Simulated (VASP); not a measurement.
# TaN (P6_3/mmc) in VASP: notebook, part 2 of 3

VASP 6.6.1. The steps go on from the part before.

## 3. Electric field gradients, PBEsol (equal xx and yy strain of +3 %)

File INCAR:

```
SYSTEM = TaN
ALGO = Normal
EDIFF = 1E-8
ENCUT = 520
GGA = PS
ISIF = 2
ISMEAR = -1
LASPH = .True.
LCHARG = .False.
LEFG = .True.
LREAL = .False.
LWAVE = .False.
NBANDS = 24
NELM = 100
PREC = Accurate
SIGMA = 0.01
```

File KPOINTS:

```
k-points
0
Gamma
  9 9 5
  0 0 0
```

File POSCAR:

```
TaN
1.0
    3.1394420380      0.0000000000      0.0000000000
   -1.5697210190      2.7188365585      0.0000000000
    0.0000000000      0.0000000000      4.9180000000
Ta N
2 2
Direct
    0.0000000000      0.0000000000      0.0000000000
    0.0000000000      0.0000000000      0.5000000000
    0.3333333333      0.6666666667      0.2500000000
    0.6666666667      0.3333333333      0.7500000000
```

Potentials or basis: VASP PAW PBE potentials, release 64 (Ta_pv, N).

The run is started by

```bash
$ cat potpaw_PBE.64/Ta_pv/POTCAR potpaw_PBE.64/N/POTCAR > POTCAR
$ mpirun -np 1 vasp_std > vasp.out
```

OUTCAR:

```text
SYSTEM = TaN
   EDIFF = 1E-8
   ENCUT = 520
   GGA = PS
   ISIF = 2
   ISMEAR = -1
   LASPH = .True.
   LREAL = .False.
   NELM = 100
   PREC = Accurate

 ion  position               nearest neighbor table
   1  0.000  0.000  0.000-   3 2.19   4 2.19   3 2.19   4 2.19   4 2.19   3 2.19   2 2.46   2 2.46

   2  0.000  0.000  0.500-   3 2.19   4 2.19   3 2.19   4 2.19   4 2.19   3 2.19   1 2.46   1 2.46

   3  0.333  0.667  0.250-   1 2.19   2 2.19   1 2.19   2 2.19   1 2.19   2 2.19
   4  0.667  0.333  0.750-   1 2.19   2 2.19   1 2.19   2 2.19   1 2.19   2 2.19

  LATTYP: Found a hexagonal cell.
 ALAT       =     3.1394420380
 C/A-ratio  =     1.5665204009

  Lattice vectors:

 A1 = (   3.1394420380,   0.0000000000,   0.0000000000)
 A2 = (  -1.5697210190,   2.7188365585,   0.0000000000)
 A3 = (   0.0000000000,   0.0000000000,   4.9180000000)

Analysis of symmetry for initial positions (statically):
=====================================================================
 Subroutine PRICEL returns:
 Original cell was already a primitive cell.

 Routine SETGRP: Setting up the symmetry group for a
 hexagonal supercell.

 Subroutine GETGRP returns: Found 24 space group operations
 (whereof 12 operations were pure point group operations)
 out of a pool of 24 trial point group operations.

The static configuration has the point symmetry D_3d.
 The point group associated with its full space group is D_6h.

Analysis of symmetry for dynamics (positions and initial velocities):
=====================================================================
 Subroutine PRICEL returns:
 Original cell was already a primitive cell.

 Routine SETGRP: Setting up the symmetry group for a
 hexagonal supercell.

 Subroutine GETGRP returns: Found 24 space group operations
 (whereof 12 operations were pure point group operations)
 out of a pool of 24 trial point group operations.

The dynamic configuration has the point symmetry D_3d.
 The point group associated with its full space group is D_6h.

 Subroutine INISYM returns: Found 24 space group operations
 (whereof 12 operations are pure point group operations),
 and found     1 'primitive' translations

----------------------------------------------------------------------------------------

                                     Primitive cell

  volume of cell :      41.9782

  direct lattice vectors                    reciprocal lattice vectors
     3.139442038  0.000000000  0.000000000     0.318527938  0.183902191  0.000000000
    -1.569721019  2.718836559  0.000000000     0.000000000  0.367804382  0.000000000
     0.000000000  0.000000000  4.918000000     0.000000000  0.000000000  0.203334689

  length of vectors
     3.139442038  3.139442038  4.918000000     0.367804382  0.367804382  0.203334689

  position of ions in fractional coordinates (direct lattice)
     0.000000000  0.000000000  0.000000000
     0.000000000  0.000000000  0.500000000
     0.333333333  0.666666667  0.250000000
     0.666666667  0.333333333  0.750000000

  ion indices of the primitive-cell ions
[... 86 lines left out ...]
   TEBEG  =    0.0;   TEEND  =   0.0 temperature during run
   PSTRESS=    0.0 pullay stress
   NELECT =      32.0000    total number of electrons
   NUPDOWN=      -1.0000    fix difference up-down
   EMIN   =  10.00;   EMAX   =-10.00  energy-range for DOS
   EFERMI =   0.00;   METHOD = LEGACY
   ISMEAR =    -1;   SIGMA  =   0.01  broadening in eV -4-tet -1-fermi 0-gaus
   EFERMI_NEDOS =   21; number of points for ismear=-14 and -15
   IALGO  =     38    algorithm
   IMIX   =      4    mixing-type and parameters
     AMIX     =   0.40;   BMIX     =  1.00
     AMIX_MAG =   1.60;   BMIX_MAG =  1.00
  volume/ion in A,a.u.               =      10.49        70.82
  Fermi-wavevector in a.u.,A,eV,Ry     =   1.495490  2.826066 30.429291  2.236490
  Thomas-Fermi vector in A             =   2.607628
   LORBIT       =      0    0 simple, 1 ext, 2 COOP (PROOUT), +10 PAW based schemes
   GGA     = PS    functional components
   LHFCALC =     F    Hartree Fock is set to
   AEXX    =    0.0000 exact exchange contribution
   IVDW    =     0    specifies the selected vdW correction
   LEPSILON=     F    determine dielectric tensor
   LRPA    =     F    only Hartree local field effects (RPA)
 non-spin polarized calculation
  energy-cutoff  :      520.00
  volume of cell :       41.98
 maximum number of plane-waves:      1142
 NGX is ok and might be reduce to    24
   NGX = 11   NGY = 11   NGZ = 19

 number of electron      31.9999998 magnetization

 Free energy of the ion-electron system (eV)
  ---------------------------------------------------
  ext. energy  EPLUGINS =         0.00000000
  ---------------------------------------------------
  free energy    TOTEN  =       -44.47229132 eV

  energy without entropy =      -44.47057742  energy(sigma->0) =      -44.47143437

 E-fermi :   9.0648     XC(G=0): -13.5612

 val. band max:        9.0551205507   @ k =   0.3333   0.2222   0.2000
 cond. band min:       9.0772616465   @ k =   0.3333   0.0000   0.2000
 fundamental gap:      0.0221410958
 Fermi energy:         9.0648219897

 k-point     1 :       0.0000    0.0000    0.0000
  band No.  band energies     occupation
      1     -28.0094      2.00000
      2     -26.3555      2.00000
      3     -26.3555      2.00000
      4     -25.9830      2.00000
      5     -25.9830      2.00000
      6     -25.0410      2.00000
[... 637 lines left out ...]
     23      15.7833      0.00000
     24      15.7833      0.00000

 [... further k-points ...]
[... 5 lines left out ...]
  --------------------------------------------------------------------------------------
  -------------------------------------------------------------------------------------
  Total        0.1080171      0.1080171     20.0826409      0.0000000     -0.0000000     -0.0000000
  in kB        4.1226738      4.1226738    766.4914419      0.0000000     -0.0000000     -0.0000000
  external PRESSURE =     258.2455965 kB  Pullay stress =       0.0000000 kB

 VOLUME and BASIS-vectors are now :
 -----------------------------------------------------------------------------
  energy-cutoff  :      520.00
  volume of cell :       41.98
      direct lattice vectors                 reciprocal lattice vectors
     3.139442038  0.000000000  0.000000000     0.318527938  0.183902191  0.000000000
    -1.569721019  2.718836559  0.000000000     0.000000000  0.367804382  0.000000000
     0.000000000  0.000000000  4.918000000     0.000000000  0.000000000  0.203334689

 POSITION                                       TOTAL-FORCE (eV/Angst)
 -----------------------------------------------------------------------------------
      0.00000      0.00000      0.00000        -0.000000     -0.000000      0.000000
      0.00000      0.00000      2.45900        -0.000000     -0.000000      0.000000
     -0.00000      1.81256      1.22950        -0.000000      0.000000     -0.000000
      1.56972      0.90628      3.68850         0.000000     -0.000000      0.000000
 -----------------------------------------------------------------------------------
    total drift:                               -0.000000      0.000000      0.000000

  FREE ENERGIE OF THE ION-ELECTRON SYSTEM (eV)
  ---------------------------------------------------
  free  energy   TOTEN  =       -44.4722913227 eV

  energy  without entropy=      -44.4705774160  energy(sigma->0) =      -44.47143437

 Electric field gradients (V/A^2)
---------------------------------------------------------------------
 ion       V_xx      V_yy      V_zz      V_xy      V_xz      V_yz
---------------------------------------------------------------------
   1      89.219    89.219  -178.438    -0.000     0.000    -0.000
   2      89.219    89.219  -178.438    -0.000    -0.000     0.000
   3      -2.530    -2.531     5.061    -0.001     0.000     0.000
   4      -2.530    -2.531     5.061    -0.001     0.000     0.000
---------------------------------------------------------------------

 Electric field gradients after diagonalization (V/A^2)
 (convention: |V_zz| > |V_xx| > |V_yy|)
----------------------------------------------------------------------
 ion       V_xx      V_yy      V_zz     asymmetry (V_yy - V_xx)/ V_zz
----------------------------------------------------------------------
   1      89.219    89.219  -178.438       0.000
   2      89.219    89.219  -178.438       0.000
   3      -2.531    -2.530     5.061       0.000
   4      -2.531    -2.530     5.061       0.000
----------------------------------------------------------------------

           NMR quadrupolar parameters

 Cq : quadrupolar parameter    Cq=e*Q*V_zz/h
 eta: asymmetry parameters     (V_yy - V_xx)/ V_zz
 Q  : nuclear electric quadrupole moment in mb (millibarn)
----------------------------------------------------------------------
 ion       Cq(MHz)       eta       Q (mb)
----------------------------------------------------------------------
   1      -0.431       0.000       1.000
   2      -0.431       0.000       1.000
   3       0.012       0.000       1.000
   4       0.012       0.000       1.000
----------------------------------------------------------------------
```

OSZICAR:

```text
N       E                     dE             d eps       ncg     rms          rms(c)
DAV:   1     0.266900726501E+03    0.26690E+03   -0.17453E+04  1728   0.141E+03
DAV:   2    -0.356788719184E+02   -0.30258E+03   -0.28791E+03  2080   0.411E+02
DAV:   3    -0.491459336997E+02   -0.13467E+02   -0.13257E+02  2208   0.845E+01
DAV:   4    -0.493097144791E+02   -0.16378E+00   -0.16167E+00  1976   0.940E+00
DAV:   5    -0.493118749505E+02   -0.21605E-02   -0.21599E-02  2216   0.890E-01    0.367E+01
DAV:   6    -0.447429514185E+02    0.45689E+01   -0.18045E+01  2072   0.287E+01    0.168E+01
DAV:   7    -0.445350872093E+02    0.20786E+00   -0.12540E+00  1992   0.771E+00    0.102E+01
DAV:   8    -0.444805586039E+02    0.54529E-01   -0.18953E-01  2032   0.314E+00    0.128E+00
DAV:   9    -0.444725550149E+02    0.80036E-02   -0.26210E-02  2096   0.987E-01    0.449E-01
DAV:  10    -0.444723506208E+02    0.20439E-03   -0.21003E-03  2064   0.386E-01    0.830E-02
DAV:  11    -0.444722918012E+02    0.58820E-04   -0.15430E-04  2120   0.102E-01    0.141E-02
DAV:  12    -0.444722918179E+02   -0.16792E-07   -0.70712E-06  2008   0.182E-02    0.401E-03
DAV:  13    -0.444722913896E+02    0.42838E-06   -0.13668E-07  2200   0.296E-03    0.319E-03
DAV:  14    -0.444722913234E+02    0.66157E-07   -0.52727E-08  1952   0.157E-03    0.445E-04
DAV:  15    -0.444722913128E+02    0.10614E-07   -0.37058E-09  1224   0.391E-04    0.144E-04
DAV:  16    -0.444722913227E+02   -0.98694E-08   -0.61701E-10   992   0.212E-04
   1 F= -.44472291E+02 E0= -.44471434E+02  d E =-.171391E-02
```

Wall time 30 s (1 thread of Intel Xeon Platinum 8375C at 2.90GHz (Ice Lake), shared host); peak memory 0.17 GiB.

What came out:

| Item | Value |
| --- | --- |
| Free energy | -44.4723 eV |
| Pressure | 25.8 GPa |
| Band gap on the k mesh | zero (band 16 reaches 9.93 eV, above the bottom of band 17 at 7.07 eV) |

Stress tensor (GPa, compression positive):
```
 0.41  0.00  0.00
 0.00  0.41  0.00
 0.00  0.00 76.65
```

Electric field gradients, principal values (V/Å²):
```csv
atom,least,middle,greatest (by size)
1 Ta,89.219,89.219,-178.438
2 Ta,89.219,89.219,-178.438
3 N,-2.530,-2.531,5.061
4 N,-2.530,-2.531,5.061
```

Caveat: the cell differs from its parent crystal (equal xx and yy strain of +3 %); without QUAD_EFG the Cq values of the log hold for a quadrupole moment of 1 mb, not for the nuclei; the PAW data sets were made with another functional, which shifts forces and pressure a little; spin-orbit coupling is left out, which moves the levels of the heavy elements.

## 4. Electric field gradients, PBEsol (equal xx and yy strain of +3 %)

File INCAR:

```
PREC = Accurate
ENCUT = 520
EDIFF = 1E-8
ISMEAR = -1
SIGMA = 0.01
LREAL = F
LASPH = T
NELM = 100
ALGO = Normal
ISIF = 2
LWAVE = F
LCHARG = F
GGA = PS
LEFG = T
NBANDS = 24
```

File KPOINTS:

```
Automatic mesh
0
Gamma
  9 9 5
```

POSCAR is that of step 3.

Potentials or basis: VASP PAW PBE potentials, release 64 (Ta_pv, N).

The run is started by

```bash
$ cat potpaw_PBE.64/Ta_pv/POTCAR potpaw_PBE.64/N/POTCAR > POTCAR
$ mpirun -np 1 vasp_std > vasp.out
```

OUTCAR:

```text
PREC = Accurate
   ENCUT = 520
   EDIFF = 1E-8
   ISMEAR = -1
   LREAL = F
   LASPH = T
   NELM = 100
   ISIF = 2
   GGA = PS

 ion  position               nearest neighbor table
   1  0.000  0.000  0.000-   3 2.19   4 2.19   3 2.19   4 2.19   4 2.19   3 2.19   2 2.46   2 2.46

   2  0.000  0.000  0.500-   3 2.19   4 2.19   3 2.19   4 2.19   4 2.19   3 2.19   1 2.46   1 2.46

   3  0.333  0.667  0.250-   1 2.19   2 2.19   1 2.19   2 2.19   1 2.19   2 2.19
   4  0.667  0.333  0.750-   1 2.19   2 2.19   1 2.19   2 2.19   1 2.19   2 2.19

  LATTYP: Found a hexagonal cell.
 ALAT       =     3.1394420380
 C/A-ratio  =     1.5665204009

  Lattice vectors:

 A1 = (   3.1394420380,   0.0000000000,   0.0000000000)
 A2 = (  -1.5697210190,   2.7188365585,   0.0000000000)
 A3 = (   0.0000000000,   0.0000000000,   4.9180000000)

Analysis of symmetry for initial positions (statically):
=====================================================================
 Subroutine PRICEL returns:
 Original cell was already a primitive cell.
[... 854 lines left out ...]
      0.00000      0.00000      0.00000        -0.000000     -0.000000      0.000000
      0.00000      0.00000      2.45900        -0.000000     -0.000000      0.000000
     -0.00000      1.81256      1.22950        -0.000000      0.000000     -0.000000
      1.56972      0.90628      3.68850         0.000000     -0.000000      0.000000
 -----------------------------------------------------------------------------------
    total drift:                               -0.000000      0.000000      0.000000

  FREE ENERGIE OF THE ION-ELECTRON SYSTEM (eV)
  ---------------------------------------------------
  free  energy   TOTEN  =       -44.4722913227 eV

  energy  without entropy=      -44.4705774160  energy(sigma->0) =      -44.47143437

 Electric field gradients (V/A^2)
---------------------------------------------------------------------
 ion       V_xx      V_yy      V_zz      V_xy      V_xz      V_yz
---------------------------------------------------------------------
   1      89.219    89.219  -178.438    -0.000     0.000    -0.000
   2      89.219    89.219  -178.438    -0.000    -0.000     0.000
   3      -2.530    -2.531     5.061    -0.001     0.000     0.000
   4      -2.530    -2.531     5.061    -0.001     0.000     0.000
---------------------------------------------------------------------

 Electric field gradients after diagonalization (V/A^2)
 (convention: |V_zz| > |V_xx| > |V_yy|)
----------------------------------------------------------------------
 ion       V_xx      V_yy      V_zz     asymmetry (V_yy - V_xx)/ V_zz
----------------------------------------------------------------------
   1      89.219    89.219  -178.438       0.000
   2      89.219    89.219  -178.438       0.000
   3      -2.531    -2.530     5.061       0.000
   4      -2.531    -2.530     5.061       0.000
----------------------------------------------------------------------

           NMR quadrupolar parameters

 Cq : quadrupolar parameter    Cq=e*Q*V_zz/h
 eta: asymmetry parameters     (V_yy - V_xx)/ V_zz
 Q  : nuclear electric quadrupole moment in mb (millibarn)
----------------------------------------------------------------------
 ion       Cq(MHz)       eta       Q (mb)
----------------------------------------------------------------------
   1      -0.431       0.000       1.000
   2      -0.431       0.000       1.000
   3       0.012       0.000       1.000
   4       0.012       0.000       1.000
----------------------------------------------------------------------
```

Run time: 29 s. Hardware: 1 thread of Intel Xeon Platinum 8375C at 2.90GHz (Ice Lake), shared host; peak memory 0.17 GiB.

What came out:

* Free energy: -44.4723 eV
* Pressure: 25.8 GPa
* Band gap on the k mesh: zero (band 16 reaches 9.93 eV, above the bottom of band 17 at 7.07 eV)

Levels at points of the mesh, in eV from the Fermi level:
| k point | band 13 | band 14 | band 15 | band 16 | band 17 | band 18 | band 19 | band 20 |
| --- | --- | --- | --- | --- | --- | --- | --- | --- |
| (0.00, 0.00, 0.00) | -3.50 | -3.50 | -3.35 | -1.99 | -1.99 | -0.53 | -0.53 | 2.29 |

Electric field gradients, principal values (V/Å²):
```tsv
atom	least	middle	greatest (by size)
1 Ta	89.219	89.219	-178.438
2 Ta	89.219	89.219	-178.438
3 N	-2.530	-2.531	5.061
4 N	-2.530	-2.531	5.061
```

Caveat: the cell differs from its parent crystal (equal xx and yy strain of +3 %); without QUAD_EFG the Cq values of the log hold for a quadrupole moment of 1 mb, not for the nuclei; the PAW data sets were made with another functional, which shifts forces and pressure a little; spin-orbit coupling is left out, which moves the levels of the heavy elements.

[end of part 2 of 3]
